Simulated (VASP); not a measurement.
# GeIrRu3 (P6/mmm) in VASP: a series of runs

Runs on GeIrRu3. Level: PBE. Tasks: single point.

Everything below comes from runs of VASP 6.6.1. Logs are shortened: lines on timing, memory, paths and dates and some standing lists are left out, and cuts for length are marked.

## Step 1: The cell of the first run

Symmetry: P6/mmm, No. 191, hexagonal system. The conventional cell has a = 5.032 Å, b = 5.032 Å, c = 4.572 Å, α = 90.00°, β = 90.00°, γ = 120.00°. Within 3.0 Å of Ge (site symmetry 6/mmm) lie 2 Ir at 2.29 Å and 6 Ru at 2.52 Å. Ru (site symmetry mmm) has 4 Ru at 2.52 Å and 2 Ge at 2.52 Å and 4 Ir at 3.40 Å within 3.4 Å. Within 3.0 Å of Ir (site symmetry 6/mmm) lie 2 Ge at 2.29 Å.

The cell was generated, and may not be a known phase.

## Step 2: Single point, PBE

INCAR

```
PREC = Accurate
ENCUT = 560
EDIFF = 1E-6
ISMEAR = 0
SIGMA = 0.1
LREAL = F
LASPH = T
NELM = 120
ALGO = Normal
ISIF = 2
LWAVE = F
LCHARG = F
GGA = PE
NBANDS = 48
GGA_COMPAT = F
```

KPOINTS

```
regular mesh
0
Gamma
  6 6 4
```

POSCAR

```
GeIrRu3
1.0
    5.0319227783     -0.0000000037      0.0000000000
   -2.5159613859      4.3577729577      0.0000000000
    0.0000000000      0.0000000000      4.5718096372
Ge Ru Ir
1 3 1
Direct
    0.0000000000      0.0000000000      0.0000000000
    0.5000000000      0.0000000000      0.0000000000
    0.0000000000      0.5000000000      0.0000000000
    0.5000000000      0.5000000000      0.0000000000
    0.0000000000      0.0000000000      0.5000000000
```

Potentials or basis: VASP PAW PBE potentials, release 64 (Ge_d, Ru_sv, Ir_sv_GW).

Run with:

```bash
cat potpaw_PBE.64/Ge_d/POTCAR potpaw_PBE.64/Ru_sv/POTCAR potpaw_PBE.64/Ir_sv_GW/POTCAR > POTCAR
mpirun -np 1 vasp_std > vasp.out
```

OUTCAR:

```text
PREC = Accurate
   ENCUT = 560
   EDIFF = 1E-6
   ISMEAR = 0
   LREAL = F
   LASPH = T
   NELM = 120
   ISIF = 2
   GGA = PE

 ion  position               nearest neighbor table
   1  0.000  0.000  0.000-   5 2.29   5 2.29   3 2.52   3 2.52   4 2.52   4 2.52   2 2.52   2 2.52

   2  0.500  0.000  0.000-   4 2.52   4 2.52   3 2.52   3 2.52   1 2.52   1 2.52
   3  0.000  0.500  0.000-   1 2.52   1 2.52   2 2.52   2 2.52   4 2.52   4 2.52
   4  0.500  0.500  0.000-   2 2.52   2 2.52   1 2.52   1 2.52   3 2.52   3 2.52
   5  0.000  0.000  0.500-   1 2.29   1 2.29

  LATTYP: Found a hexagonal cell.
 ALAT       =     5.0319227783
 C/A-ratio  =     0.9085611681

  Lattice vectors:

 A1 = (   5.0319227783,  -0.0000000037,   0.0000000000)
 A2 = (  -2.5159613859,   4.3577729577,   0.0000000000)
 A3 = (   0.0000000000,   0.0000000000,   4.5718096372)

Analysis of symmetry for initial positions (statically):
=====================================================================
 Subroutine PRICEL returns:
 Original cell was already a primitive cell.

 Routine SETGRP: Setting up the symmetry group for a
 hexagonal supercell.

 Subroutine GETGRP returns: Found 24 space group operations
 (whereof 24 operations were pure point group operations)
 out of a pool of 24 trial point group operations.

The static configuration has the point symmetry D_6h.

Analysis of symmetry for dynamics (positions and initial velocities):
=====================================================================
 Subroutine PRICEL returns:
 Original cell was already a primitive cell.

 Routine SETGRP: Setting up the symmetry group for a
 hexagonal supercell.

 Subroutine GETGRP returns: Found 24 space group operations
 (whereof 24 operations were pure point group operations)
 out of a pool of 24 trial point group operations.

The dynamic configuration has the point symmetry D_6h.

 Subroutine INISYM returns: Found 24 space group operations
 (whereof 24 operations are pure point group operations),
 and found     1 'primitive' translations

[... 90 lines left out ...]
   ISPIN  =      1    spin polarized calculation?
   LNONCOLLINEAR =      F non collinear calculations
   LSORBIT =      F    spin-orbit coupling
   LASPH  =      T    aspherical Exc in radial PAW
   ENCUT  =  560.0 eV  41.16 Ry    6.42 a.u.   9.71  9.71  8.82*2*pi/ulx,y,z
   NELM   =    120;   NELMIN=  2; NELMDL= -5     # of ELM steps
   EDIFF  = 0.1E-05   stopping-criterion for ELM
   LREAL  =      F    real-space projection
   EDIFFG = 0.1E-04   stopping-criterion for IOM
   NSW    =      0    number of steps for IOM
   IBRION =     -1    ionic relax: 0-MD 1-quasi-New 2-CG
   NFREE  =      0    steps in history (QN), initial steepest desc. (CG)
   ISIF   =      2    stress and relaxation
   ISYM   =      2    0-nonsym 1-usesym 2-fastsym
   POTIM  = 0.5000    time-step for ionic-motion
   TEBEG  =    0.0;   TEEND  =   0.0 temperature during run
   PSTRESS=    0.0 pullay stress
   NELECT =      79.0000    total number of electrons
   NUPDOWN=      -1.0000    fix difference up-down
   EMIN   =  10.00;   EMAX   =-10.00  energy-range for DOS
   EFERMI =   0.00;   METHOD = LEGACY
   ISMEAR =     0;   SIGMA  =   0.10  broadening in eV -4-tet -1-fermi 0-gaus
   EFERMI_NEDOS =   21; number of points for ismear=-14 and -15
   IALGO  =     38    algorithm
   IMIX   =      4    mixing-type and parameters
     AMIX     =   0.40;   BMIX     =  1.00
     AMIX_MAG =   1.60;   BMIX_MAG =  1.00
  volume/ion in A,a.u.               =      20.05       135.30
  Fermi-wavevector in a.u.,A,eV,Ry     =   1.512127  2.857506 31.110107  2.286528
  Thomas-Fermi vector in A             =   2.622093
   LORBIT       =      0    0 simple, 1 ext, 2 COOP (PROOUT), +10 PAW based schemes
   GGA     = PE    functional components
   LHFCALC =     F    Hartree Fock is set to
   AEXX    =    0.0000 exact exchange contribution
   IVDW    =     0    specifies the selected vdW correction
   LEPSILON=     F    determine dielectric tensor
   LRPA    =     F    only Hartree local field effects (RPA)
 non-spin polarized calculation
 Gauss-broadening in eV      SIGMA  =   0.10
  energy-cutoff  :      560.00
  volume of cell :      100.25
 maximum number of plane-waves:      3066
 NGX is ok and might be reduce to    40
   NGX = 19   NGY = 19   NGZ = 17

 number of electron      79.0000009 magnetization

 Free energy of the ion-electron system (eV)
  ---------------------------------------------------
  ext. energy  EPLUGINS =         0.00000000
  ---------------------------------------------------
  free energy    TOTEN  =       -34.77564432 eV

  energy without entropy =      -34.73983598  energy(sigma->0) =      -34.75774015

 E-fermi :   7.5485     XC(G=0): -11.3375

 val. band max:        7.5145324086   @ k =   0.1667   0.1667   0.2500
 cond. band min:       7.5536439986   @ k =   0.3333   0.0000   0.5000
 fundamental gap:      0.0391115900
 Fermi energy:         7.5485051495

 k-point     1 :       0.0000    0.0000    0.0000
  band No.  band energies     occupation
      1     -83.7722      2.00000
      2     -65.2773      2.00000
      3     -65.0856      2.00000
      4     -65.0856      2.00000
      5     -41.0569      2.00000
      6     -40.4513      2.00000
[... 1060 lines left out ...]
     47      10.2730      0.00000
     48      14.7187      0.00000

------------------------ aborting loop because EDIFF is reached ----------------------------------------

  FORCE on cell =-STRESS in cart. coord.  units (eV):
  Direction    XX          YY          ZZ          XY          YZ          ZX
  --------------------------------------------------------------------------------------
  -------------------------------------------------------------------------------------
  Total       -0.1957002     -0.1957002     -0.1132269     -0.0000000      0.0000000      0.0000000
  in kB       -3.1276276     -3.1276276     -1.8095615     -0.0000000      0.0000000      0.0000000
  external PRESSURE =      -2.6882723 kB  Pullay stress =       0.0000000 kB

 VOLUME and BASIS-vectors are now :
 -----------------------------------------------------------------------------
  energy-cutoff  :      560.00
  volume of cell :      100.25
      direct lattice vectors                 reciprocal lattice vectors
     5.031922778 -0.000000004  0.000000000     0.198731190  0.114737506  0.000000000
    -2.515961386  4.357772958  0.000000000     0.000000000  0.229475012  0.000000000
     0.000000000  0.000000000  4.571809637     0.000000000  0.000000000  0.218731767

 POSITION                                       TOTAL-FORCE (eV/Angst)
 -----------------------------------------------------------------------------------
      0.00000      0.00000      0.00000         0.000000      0.000000      0.000000
      2.51596     -0.00000      0.00000         0.000000      0.000000      0.000000
     -1.25798      2.17889      0.00000         0.000000      0.000000      0.000000
      1.25798      2.17889      0.00000        -0.000000      0.000000      0.000000
      0.00000      0.00000      2.28590         0.000000      0.000000      0.000000
 -----------------------------------------------------------------------------------
    total drift:                               -0.000000      0.000000     -0.000000

  FREE ENERGIE OF THE ION-ELECTRON SYSTEM (eV)
  ---------------------------------------------------
  free  energy   TOTEN  =       -34.7756443231 eV

  energy  without entropy=      -34.7398359814  energy(sigma->0) =      -34.75774015
```

OSZICAR:

```text
N       E                     dE             d eps       ncg     rms          rms(c)
DAV:   1     0.125196554941E+04    0.12520E+04   -0.50044E+04  2904   0.318E+03
DAV:   2     0.788690727870E+02   -0.11731E+04   -0.11377E+04  2336   0.911E+02
DAV:   3    -0.327882212418E+02   -0.11166E+03   -0.10405E+03  2400   0.202E+02
[... 11 lines left out ...]
DAV:  15    -0.347756982316E+02   -0.20396E-03   -0.29951E-03  2448   0.248E-01    0.144E-01
DAV:  16    -0.347756527873E+02    0.45444E-04   -0.26785E-04  2520   0.763E-02    0.456E-02
DAV:  17    -0.347756500026E+02    0.27847E-05   -0.66536E-05  2304   0.421E-02    0.216E-02
DAV:  18    -0.347756447618E+02    0.52408E-05   -0.19418E-05  2120   0.218E-02    0.146E-02
DAV:  19    -0.347756443231E+02    0.43872E-06   -0.12650E-06  1320   0.638E-03
   1 F= -.34775644E+02 E0= -.34757740E+02  d E =-.358083E-01
```

Wall time 2.4 min (1 thread of Intel Xeon Platinum 8259CL at 2.50GHz (Skylake/Cascade Lake), shared host); peak memory 0.3 GiB.

Results:

```yaml
Free_energy: -34.7756 eV
Pressure: -0.3 GPa
Band_gap_on_the_k_mesh: zero (an odd number of electrons rules out a gap without spin polarisation)
```

Stress tensor (GPa, compression positive):
```
-0.31  0.00  0.00
 0.00 -0.31  0.00
 0.00  0.00 -0.18
```

Caveat: spin-orbit coupling is left out, which moves the levels of the heavy elements.

## Step 3: Single point, PBE

INCAR

```
ALGO = Normal ; EDIFF = 1E-6
ENCUT = 560 ; GGA = PE
GGA_COMPAT = F ; ISIF = 2
ISMEAR = 0 ; LASPH = T
LCHARG = T ; LELF = T
LREAL = F ; LVHAR = T
LWAVE = F ; NBANDS = 48
NELM = 120 ; PREC = Accurate
SIGMA = 0.1
```

KPOINTS

```
k-points
0
Gamma
  12 12 8
```

Changes to POSCAR since step 2:

```diff
@@ -2,5 +2,5 @@
 1.0
-    5.0319227783     -0.0000000037      0.0000000000
-   -2.5159613859      4.3577729577      0.0000000000
-    0.0000000000      0.0000000000      4.5718096372
+    5.0333064886      0.0000000000      0.0000000000
+   -2.5166532443      4.3589712841      0.0000000000
+    0.0000000000      0.0000000000      4.5745001590
 Ge Ru Ir
```

Potentials or basis: VASP PAW PBE potentials, release 64 (Ge_d, Ru_sv, Ir_sv_GW).

Run with:

```bash
cat potpaw_PBE.64/Ge_d/POTCAR potpaw_PBE.64/Ru_sv/POTCAR potpaw_PBE.64/Ir_sv_GW/POTCAR > POTCAR
mpirun -np 1 vasp_std > vasp.out
```

OUTCAR:

```text
EDIFF = 1E-6
   ENCUT = 560
   GGA = PE
   ISIF = 2
   ISMEAR = 0
   LASPH = T
   LREAL = F
   NELM = 120
   PREC = Accurate

 ion  position               nearest neighbor table
   1  0.000  0.000  0.000-   5 2.29   5 2.29   3 2.52   4 2.52   3 2.52   4 2.52   2 2.52   2 2.52

   2  0.500  0.000  0.000-   3 2.52   4 2.52   4 2.52   3 2.52   1 2.52   1 2.52
   3  0.000  0.500  0.000-   1 2.52   2 2.52   1 2.52   2 2.52   4 2.52   4 2.52
   4  0.500  0.500  0.000-   1 2.52   2 2.52   2 2.52   1 2.52   3 2.52   3 2.52
   5  0.000  0.000  0.500-   1 2.29   1 2.29

  LATTYP: Found a hexagonal cell.
 ALAT       =     5.0333064886
 C/A-ratio  =     0.9088459384

  Lattice vectors:

 A1 = (   5.0333064886,   0.0000000000,   0.0000000000)
 A2 = (  -2.5166532443,   4.3589712841,   0.0000000000)
 A3 = (   0.0000000000,   0.0000000000,   4.5745001590)

Analysis of symmetry for initial positions (statically):
=====================================================================
 Subroutine PRICEL returns:
 Original cell was already a primitive cell.
[... 176 lines left out ...]

 E-fermi :   7.5376     XC(G=0): -11.3310

 val. band max:        7.5326488644   @ k =   0.0833   0.0833   0.5000
 cond. band min:       7.5390704143   @ k =   0.3333  -0.0000   0.5000
 fundamental gap:      0.0064215499
 Fermi energy:         7.5376267376

 k-point     1 :       0.0000    0.0000    0.0000
  band No.  band energies     occupation
      1     -83.7806      2.00000
      2     -65.2904      2.00000
      3     -65.0992      2.00000
      4     -65.0992      2.00000
      5     -41.0578      2.00000
      6     -40.4637      2.00000
[... 1213 lines left out ...]
     47      12.5336      0.00000
     48      13.1643      0.00000

 [... further k-points ...]

------------------------ aborting loop because EDIFF is reached ----------------------------------------

  FORCE on cell =-STRESS in cart. coord.  units (eV):
  Direction    XX          YY          ZZ          XY          YZ          ZX
  --------------------------------------------------------------------------------------
  -------------------------------------------------------------------------------------
  Total       -0.2336553     -0.2336553     -0.0796019      0.0000000     -0.0000000      0.0000000
  in kB       -3.7299689     -3.7299689     -1.2707296      0.0000000     -0.0000000      0.0000000
  external PRESSURE =      -2.9102225 kB  Pullay stress =       0.0000000 kB

 VOLUME and BASIS-vectors are now :
 -----------------------------------------------------------------------------
  energy-cutoff  :      560.00
  volume of cell :      100.36
      direct lattice vectors                 reciprocal lattice vectors
     5.033306489  0.000000000  0.000000000     0.198676556  0.114705963  0.000000000
    -2.516653244  4.358971284  0.000000000     0.000000000  0.229411927  0.000000000
     0.000000000  0.000000000  4.574500159     0.000000000  0.000000000  0.218603118

 POSITION                                       TOTAL-FORCE (eV/Angst)
 -----------------------------------------------------------------------------------
      0.00000      0.00000      0.00000         0.000000      0.000000      0.000000
      2.51665      0.00000      0.00000         0.000000      0.000000      0.000000
     -1.25833      2.17949      0.00000         0.000000      0.000000      0.000000
      1.25833      2.17949      0.00000        -0.000000      0.000000      0.000000
      0.00000      0.00000      2.28725         0.000000      0.000000      0.000000
 -----------------------------------------------------------------------------------
    total drift:                               -0.000000      0.000000     -0.000000

  FREE ENERGIE OF THE ION-ELECTRON SYSTEM (eV)
  ---------------------------------------------------
  free  energy   TOTEN  =       -34.7256197456 eV

  energy  without entropy=      -34.6772308787  energy(sigma->0) =      -34.70142531
```

OSZICAR:

```text
N       E                     dE             d eps       ncg     rms          rms(c)
DAV:   1     0.126999456640E+04    0.12700E+04   -0.49829E+04 12784   0.314E+03
DAV:   2     0.804683936161E+02   -0.11895E+04   -0.11528E+04 10768   0.930E+02
[... 11 lines left out ...]
DAV:  14    -0.347252853099E+02    0.44851E-01   -0.76343E-02 10720   0.114E+00    0.526E-01
DAV:  15    -0.347260931964E+02   -0.80789E-03   -0.42006E-03 10256   0.305E-01    0.197E-01
DAV:  16    -0.347256931841E+02    0.40001E-03   -0.63829E-04 11632   0.111E-01    0.849E-02
DAV:  17    -0.347256280849E+02    0.65099E-04   -0.32089E-04 10408   0.788E-02    0.283E-02
DAV:  18    -0.347256197067E+02    0.83782E-05   -0.35723E-05  9000   0.299E-02    0.184E-02
DAV:  19    -0.347256197456E+02   -0.38837E-07   -0.83293E-07  6400   0.680E-03
   1 F= -.34725620E+02 E0= -.34701425E+02  d E =-.483889E-01
```

stdout:

```text
POSCAR found type information on POSCAR GeRuIr
 POSCAR found :  3 types and       5 ions
 scaLAPACK will be used
 LDA part: xc-table for (Slater+PW92), standard interpolation
 POSCAR, INCAR and KPOINTS ok, starting setup
 FFT: planning ... GRIDC
 FFT: planning ... GRID_SOFT
 FFT: planning ... GRID
 WAVECAR not read
 entering main loop
```

Wall time 9.5 min (1 thread of Intel Xeon Platinum 8259CL at 2.50GHz (Skylake/Cascade Lake), shared host); peak memory 0.57 GiB.

What came out:

| Property | Result |
| --- | --- |
| Free energy | -34.7256 eV |
| Pressure | -0.3 GPa |
| Band gap on the k mesh | zero (an odd number of electrons rules out a gap without spin polarisation) |

Levels at points of the mesh, in eV from the Fermi level:
```tsv
k point	band 35	band 36	band 37	band 38	band 39	band 40	band 41	band 42	band 43	band 44
(0.00, 0.00, 0.00)	-1.19	-0.57	-0.57	-0.37	-0.37	0.26	0.70	0.70	0.81	0.81
(0.50, 0.00, 0.00)	-1.35	-1.35	-1.08	-0.99	-0.72	-0.67	-0.20	-0.05	0.62	1.95
(0.00, 0.00, 0.50)	-1.10	-0.33	-0.33	0.14	0.14	0.23	0.69	0.69	1.89	1.89
(0.50, 0.00, 0.50)	-1.78	-1.18	-0.90	-0.80	-0.10	-0.07	0.62	0.67	0.79	0.82
```

Caveat: spin-orbit coupling is left out, which moves the levels of the heavy elements.

The gap in the log of VASP goes by the Fermi energy; the results here count the filled bands.